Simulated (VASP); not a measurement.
# SrO (Cmmm) in VASP: notebook

The runs below take SrO through single point, with PBE, r2SCAN.

All numbers are computed with VASP 6.6.1; they aren't measurements. Logs are shortened: lines on timing, memory, paths and dates and some standing lists are left out, and cuts for length are marked.

## 1. The cell of the first run

It takes space group Cmmm (No. 65, orthorhombic). The conventional cell has a = 4.274 Å, b = 4.502 Å, c = 3.103 Å, α = 90.00°, β = 90.00°, γ = 90.00°. Within 3.5 Å of Sr (site symmetry mmm) lie 8 O at 2.64 to 2.73 Å and 6 Sr at 3.10 Å. Within 3.5 Å of O (site symmetry mmm) lie 8 Sr at 2.64 to 2.73 Å and 6 O at 3.10 Å.

## 2. Single point, PBE (shear xy strain -5.2%)

Input file INCAR:

```
PREC     = Accurate       # precision mode
ENCUT    = 520            # plane-wave cutoff, eV
EDIFF    = 1E-7           # SCF threshold, eV
ISMEAR   = -1             # smearing method
SIGMA    = 0.02           # smearing width, eV
LREAL    = F              # projectors in reciprocal space
LASPH    = T              # aspherical terms in the spheres
NELM     = 60             # most SCF steps
ALGO     = Normal         # electronic algorithm
ISIF     = 2              # what is computed and relaxed
LWAVE    = F              # write WAVECAR
LCHARG   = F              # write CHGCAR
GGA      = PE             # functional
NBANDS   = 15             # bands
```

Input file KPOINTS:

```
regular mesh
0
Gamma
  8 8 8
```

Input file POSCAR:

```
SrO
1.0
    3.1028650697     -0.0808296351      0.0000000000
   -0.0808296351      3.1028650697      0.0000000000
    0.0000000000      0.0000000000      3.1028650697
Sr O
1 1
Direct
    0.0000000000      0.0000000000      0.0000000000
    0.5000000000      0.5000000000      0.5000000000
```

Potentials or basis: VASP PAW PBE potentials, release 64 (Sr_sv, O).

On the command line:

```console
$ cat potpaw_PBE.64/Sr_sv/POTCAR potpaw_PBE.64/O/POTCAR > POTCAR
$ mpirun -np 1 vasp_std > vasp.out
```

OUTCAR:

```text
PREC = Accurate
   ENCUT = 520
   EDIFF = 1E-7
   ISMEAR = -1
   LREAL = F
   LASPH = T
   NELM = 60
   ISIF = 2
   GGA = PE

 ion  position               nearest neighbor table
   1  0.000  0.000  0.000-   2 2.64   2 2.64   2 2.64   2 2.64   2 2.73   2 2.73   2 2.73   2 2.73

   2  0.500  0.500  0.500-   1 2.64   1 2.64   1 2.64   1 2.64   1 2.73   1 2.73   1 2.73   1 2.73

  LATTYP: Found a base centered orthorhombic cell.
 ALAT       =     4.2738034976
 B/A-ratio  =     1.0534935059
 C/A-ratio  =     0.7260195916

  Lattice vectors:

 A1 = (   3.1028650697,  -0.0808296351,   0.0000000000)
 A2 = (  -0.0808296351,   3.1028650697,   0.0000000000)
 A3 = (   0.0000000000,   0.0000000000,   3.1028650697)

Analysis of symmetry for initial positions (statically):
=====================================================================
 Subroutine PRICEL returns:
 Original cell was already a primitive cell.

 Routine SETGRP: Setting up the symmetry group for a
 base centered orthorhombic supercell.

 Subroutine GETGRP returns: Found  8 space group operations
 (whereof  8 operations were pure point group operations)
 out of a pool of  8 trial point group operations.

The static configuration has the point symmetry D_2h.

Analysis of symmetry for dynamics (positions and initial velocities):
=====================================================================
 Subroutine PRICEL returns:
 Original cell was already a primitive cell.

 Routine SETGRP: Setting up the symmetry group for a
 base centered orthorhombic supercell.

 Subroutine GETGRP returns: Found  8 space group operations
 (whereof  8 operations were pure point group operations)
 out of a pool of  8 trial point group operations.

The dynamic configuration has the point symmetry D_2h.

 Subroutine INISYM returns: Found  8 space group operations
 (whereof  8 operations are pure point group operations),
 and found     1 'primitive' translations

----------------------------------------------------------------------------------------

                                     Primitive cell

  volume of cell :      29.8534

  direct lattice vectors                    reciprocal lattice vectors
     3.102865070 -0.080829635  0.000000000     0.322501637  0.008401168  0.000000000
    -0.080829635  3.102865070  0.000000000     0.008401168  0.322501637  0.000000000
     0.000000000  0.000000000  3.102865070     0.000000000  0.000000000  0.322282786

  length of vectors
     3.103917697  3.103917697  3.102865070     0.322611043  0.322611043  0.322282786

  position of ions in fractional coordinates (direct lattice)
     0.000000000  0.000000000  0.000000000
     0.500000000  0.500000000  0.500000000

  ion indices of the primitive-cell ions
   primitive index   ion index
                 1           1
                 2           2

----------------------------------------------------------------------------------------

 KPOINTS: regular mesh

Automatic generation of k-mesh.
 Grid dimensions read from file:
 generate k-points for:    8    8    8

 Generating k-lattice:

  Cartesian coordinates                     Fractional coordinates (reciprocal lattice)
     0.040312705  0.001050146  0.000000000     0.125000000  0.000000000  0.000000000
     0.001050146  0.040312705  0.000000000     0.000000000  0.125000000  0.000000000
     0.000000000  0.000000000  0.040285348     0.000000000  0.000000000  0.125000000

  Length of vectors
     0.040326380  0.040326380  0.040285348

  Shift w.r.t. Gamma in fractional coordinates (k-lattice)
     0.000000000  0.000000000  0.000000000

 Subroutine IBZKPT returns following result:
 ===========================================

 Found    105 irreducible k-points:

 Following reciprocal coordinates:
            Coordinates               Weight
  0.000000  0.000000  0.000000      1.000000
  0.125000  0.000000  0.000000      4.000000
  0.250000  0.000000  0.000000      4.000000
  0.375000 -0.000000  0.000000      4.000000
  0.500000  0.000000  0.000000      2.000000
  0.125000  0.125000  0.000000      2.000000
[... 16 lines left out ...]
  0.125000  0.000000  0.125000      8.000000
  0.250000  0.000000  0.125000      8.000000
 [... further k-points ...]
   k-points           NKPTS =    105   k-points in BZ     NKDIM =    105   number of bands    NBANDS=     15
   number of dos      NEDOS =    301   number of ions     NIONS =      2
   total plane-waves  NPLWV =  13824
   dimension x,y,z NGX =    24 NGY =   24 NGZ =   24
   dimension x,y,z NGXF=    48 NGYF=   48 NGZF=   48
   ions per type =               1   1
   NGX,Y,Z   is equivalent  to a cutoff of  12.85, 12.85, 12.86 a.u.
   NGXF,Y,Z  is equivalent  to a cutoff of  25.71, 25.71, 25.72 a.u.
 SYSTEM =  unknown system
   PREC   = accura    normal or accurate (medium, high low for compatibility)
   ISTART =      0    job   : 0-new  1-cont  2-samecut
   ICHARG =      2    charge: 1-file 2-atom 10-const
   ISPIN  =      1    spin polarized calculation?
   LNONCOLLINEAR =      F non collinear calculations
   LSORBIT =      F    spin-orbit coupling
   LASPH  =      T    aspherical Exc in radial PAW
   ENCUT  =  520.0 eV  38.22 Ry    6.18 a.u.   5.77  5.77  5.77*2*pi/ulx,y,z
   NELM   =     60;   NELMIN=  2; NELMDL= -5     # of ELM steps
   EDIFF  = 0.1E-06   stopping-criterion for ELM
   LREAL  =      F    real-space projection
   EDIFFG = 0.1E-05   stopping-criterion for IOM
   NSW    =      0    number of steps for IOM
   IBRION =     -1    ionic relax: 0-MD 1-quasi-New 2-CG
   NFREE  =      0    steps in history (QN), initial steepest desc. (CG)
   ISIF   =      2    stress and relaxation
   ISYM   =      2    0-nonsym 1-usesym 2-fastsym
   POTIM  = 0.5000    time-step for ionic-motion
   TEBEG  =    0.0;   TEEND  =   0.0 temperature during run
   PSTRESS=    0.0 pullay stress
   NELECT =      16.0000    total number of electrons
   NUPDOWN=      -1.0000    fix difference up-down
   EMIN   =  10.00;   EMAX   =-10.00  energy-range for DOS
   EFERMI =   0.00;   METHOD = LEGACY
   ISMEAR =    -1;   SIGMA  =   0.02  broadening in eV -4-tet -1-fermi 0-gaus
   EFERMI_NEDOS =   21; number of points for ismear=-14 and -15
   IALGO  =     38    algorithm
   IMIX   =      4    mixing-type and parameters
     AMIX     =   0.40;   BMIX     =  1.00
     AMIX_MAG =   1.60;   BMIX_MAG =  1.00
  volume/ion in A,a.u.               =      14.93       100.73
  Fermi-wavevector in a.u.,A,eV,Ry     =   1.329791  2.512941 24.059799  1.768345
  Thomas-Fermi vector in A             =   2.458927
   LORBIT       =      0    0 simple, 1 ext, 2 COOP (PROOUT), +10 PAW based schemes
   GGA     = PE    functional components
   LHFCALC =     F    Hartree Fock is set to
   AEXX    =    0.0000 exact exchange contribution
   IVDW    =     0    specifies the selected vdW correction
   LEPSILON=     F    determine dielectric tensor
   LRPA    =     F    only Hartree local field effects (RPA)
 non-spin polarized calculation
  energy-cutoff  :      520.00
  volume of cell :       29.85
 maximum number of plane-waves:       820
   NGX = 11   NGY = 11   NGZ = 11

 number of electron      16.0000006 magnetization

 Free energy of the ion-electron system (eV)
  ---------------------------------------------------
  ext. energy  EPLUGINS =         0.00000000
  ---------------------------------------------------
  free energy    TOTEN  =       -11.20964373 eV

  energy without entropy =      -11.20964373  energy(sigma->0) =      -11.20964373

 E-fermi :   3.5049     XC(G=0): -10.8262

 val. band max:        3.1327143690   @ k =   0.5000   0.0000   0.5000
 cond. band min:       5.8905921256   @ k =   0.0000   0.0000   0.0000
 fundamental gap:      2.7578777565
 Fermi energy:         3.5049482417

 k-point     1 :       0.0000    0.0000    0.0000
  band No.  band energies     occupation
      1     -30.7219      2.00000
      2     -12.5674      2.00000
      3     -11.9228      2.00000
      4     -11.9074      2.00000
      5     -11.8975      2.00000
      6       3.0539      2.00000
      7       3.0679      2.00000
      8       3.0844      2.00000
      9       5.8906      0.00000
     10       5.9137      0.00000
     11       7.8328      0.00000
     12      13.6220      0.00000
     13      13.6604      0.00000
     14      13.7879      0.00000
     15      22.7750      0.00000

 k-point     2 :       0.1250    0.0000    0.0000
  band No.  band energies     occupation
      1     -30.6898      2.00000
      2     -13.0790      2.00000
      3     -11.8833      2.00000
      4     -11.8778      2.00000
      5     -11.5589      2.00000
      6       2.4422      2.00000
      7       2.9831      2.00000
      8       2.9831      2.00000
      9       6.0390      0.00000
     10       6.6625      0.00000
     11       8.5027      0.00000
     12      13.4157      0.00000
     13      13.4446      0.00000
     14      13.7856      0.00000
     15      20.7204      0.00000

 k-point     3 :       0.2500    0.0000    0.0000
  band No.  band energies     occupation
      1     -30.6109      2.00000
      2     -13.8460      2.00000
      3     -11.8250      2.00000
      4     -11.8050      2.00000
      5     -11.1368      2.00000
      6       1.3398      2.00000
      7       2.7672      2.00000
      8       2.7711      2.00000
      9       6.4181      0.00000
     10       8.3982      0.00000
     11      10.0308      0.00000
     12      12.9612      0.00000
     13      12.9666      0.00000
     14      13.9843      0.00000
     15      18.2055      0.00000
[... 343 lines left out ...]
 k-point    23 :       0.1250    0.0000    0.1250
  band No.  band energies     occupation
      1     -30.6581      2.00000
      2     -13.2533      2.00000
      3     -12.1475      2.00000
      4     -11.8538      2.00000
      5     -11.2689      2.00000
      6       2.2018      2.00000
      7       2.7282      2.00000
      8       2.9288      2.00000
      9       6.4747      0.00000
     10       7.0535      0.00000
     11       8.9485      0.00000
     12      13.1077      0.00000
     13      13.1566      0.00000
     14      13.8200      0.00000
     15      20.7366      0.00000

 k-point    24 :       0.2500    0.0000    0.1250
  band No.  band energies     occupation
      1     -30.5803      2.00000
      2     -13.7966      2.00000
      3     -12.1884      2.00000
      4     -11.7931      2.00000
      5     -11.0140      2.00000
      6       1.3881      2.00000
      7       2.5559      2.00000
      8       2.7839      2.00000
      9       6.8785      0.00000
     10       8.6280      0.00000
     11       9.9795      0.00000
     12      12.5975      0.00000
     13      12.8006      0.00000
     14      13.7830      0.00000
     15      18.8943      0.00000

 [... further k-points ...]
[... 5 lines left out ...]
  --------------------------------------------------------------------------------------
  -------------------------------------------------------------------------------------
  Total        0.7309016      0.7309016      0.7303909      0.0239858      0.0000000      0.0000000
  in kB       39.2261482     39.2261482     39.1987361      1.2872760      0.0000000      0.0000000
  external PRESSURE =      39.2170109 kB  Pullay stress =       0.0000000 kB

 VOLUME and BASIS-vectors are now :
 -----------------------------------------------------------------------------
  energy-cutoff  :      520.00
  volume of cell :       29.85
      direct lattice vectors                 reciprocal lattice vectors
     3.102865070 -0.080829635  0.000000000     0.322501637  0.008401168  0.000000000
    -0.080829635  3.102865070  0.000000000     0.008401168  0.322501637  0.000000000
     0.000000000  0.000000000  3.102865070     0.000000000  0.000000000  0.322282786

 POSITION                                       TOTAL-FORCE (eV/Angst)
 -----------------------------------------------------------------------------------
      0.00000      0.00000      0.00000         0.000000      0.000000      0.000000
      1.51102      1.51102      1.55143        -0.000000      0.000000      0.000000
 -----------------------------------------------------------------------------------
    total drift:                                0.000000      0.000000     -0.000000

  FREE ENERGIE OF THE ION-ELECTRON SYSTEM (eV)
  ---------------------------------------------------
  free  energy   TOTEN  =       -11.2096437336 eV

  energy  without entropy=      -11.2096437336  energy(sigma->0) =      -11.20964373
```

Wall time 11 s (1 thread of Intel Xeon 6975P-C (Granite Rapids), shared host); peak memory 0.17 GiB.

What came out:

```yaml
Free_energy: -11.2096 eV
Pressure: 3.9 GPa
Band_gap_on_the_k_mesh: 2.76 eV, indirect (least direct gap 2.81 eV)
```

Caveat: the cell differs from its parent crystal (shear xy strain -5.2%). A k mesh can miss the band edges.

## 3. Single point, r2SCAN (shear xy strain -5.2%)

POSCAR is that of step 2.

Input file INCAR.step1:

```
PREC = Accurate
ENCUT = 520
ISMEAR = 0
SIGMA = 0.01
LREAL = F
LASPH = T
NELM = 100
NBANDS = 15
GGA = PE
ALGO = Normal
EDIFF = 1E-4
LWAVE = T
LCHARG = F
```

Input file INCAR.step2:

```
PREC = Accurate
ENCUT = 520
EDIFF = 1E-6
ISMEAR = 0
SIGMA = 0.01
LREAL = F
LASPH = T
NELM = 100
ALGO = Normal
ISIF = 2
LWAVE = F
LCHARG = F
METAGGA = R2SCAN
LMIXTAU = T
NBANDS = 15
ISTART = 1
```

Input file KPOINTS:

```
Automatic mesh
0
Gamma
  8 8 8
```

Potentials or basis: VASP PAW PBE potentials, release 64 (Sr_sv, O).

On the command line:

```console
$ cat potpaw_PBE.64/Sr_sv/POTCAR potpaw_PBE.64/O/POTCAR > POTCAR
$ cp INCAR.step1 INCAR
$ mpirun -np 1 vasp_std > vasp.out
$ cp INCAR.step2 INCAR
$ mpirun -np 1 vasp_std > vasp.out
```

Wall time 39 s (1 thread of Intel Xeon 6975P-C (Granite Rapids), shared host); peak memory 0.18 GiB.

The run converged. Its results:

* Free energy: -26.2856 eV
* Pressure: 1.1 GPa
* Band gap on the k mesh: 3.25 eV, indirect (least direct gap 3.30 eV)

Stress tensor (GPa, compression positive):
```
1.10 0.27 0.00
0.27 1.10 0.00
0.00 0.00 1.09
```

Levels at points of the mesh, in eV from the valence-band top:
```csv
k point,band 6,band 7,band 8,band 9,band 10,band 11
"(0.00, 0.00, 0.00)",-0.07,-0.06,-0.05,3.25,3.27,5.61
"(0.50, 0.00, 0.00)",-2.92,-0.68,-0.67,4.43,8.03,10.00
"(0.50, 0.50, 0.00)",-1.33,-1.14,0.00,4.72,5.28,8.05
"(0.00, 0.00, 0.50)",-2.92,-0.85,-0.47,4.42,8.02,9.61
"(0.50, 0.00, 0.50)",-1.23,-1.23,0.00,4.75,5.18,8.24
"(0.50, 0.50, 0.50)",-2.99,-2.97,-2.94,8.68,9.02,9.40
```

Caveat: the cell differs from its parent crystal (shear xy strain -5.2%); the PAW data sets were made with another functional, which shifts forces and pressure a little. A k mesh can miss the band edges.
